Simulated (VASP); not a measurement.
Runs of VASP 6.6.1 on Nb. The structure is that of space group Im-3m (No. 229), or close to it. The cells are those of the table. 

| spin | cell | smearing | gap on the mesh (eV) | pressure (GPa) | moment (μB) |
| --- | --- | --- | --- | --- | --- |
| off | a = 2.903 Å, angles 109.5°, 1 atom | fermi-dirac 0.1 eV | none | 0.2 | - |
| off | a = 2.781 Å, angles 109.5°, 1 atom | fermi-dirac 0.1 eV | none | 25.6 | - |
| collinear, ferromagnetic start | a = 2.939 Å, angles 109.5°, 1 atom | fermi-dirac 0.05 eV | none | (a) | 0.00 |
| off | a = 2.941 Å, angles 109.5°, 1 atom | fermi-dirac 0.1 eV | none | -5.5 | - |
| collinear, ferromagnetic start | a = 2.901 Å, angles 109.5°, 1 atom | fermi-dirac 0.05 eV | none | (b) | 0.00 |

Alike in all rows: task single point; level BLYP; potentials or basis VASP PAW PBE potentials, release 64 (Nb_sv); k mesh 22 × 22 × 22; cutoff (eV) 520.

**Question.** Fill in the values left out.

**Answer.** (a) -5.4; (b) 0.4.

Caveats: the PAW data sets were made with another functional, which shifts forces and pressure a little.

A k mesh can miss the band edges, and the runs leave out spin-orbit coupling on Nb.

A gap of «none» marks levels without a gap at the run's occupations.
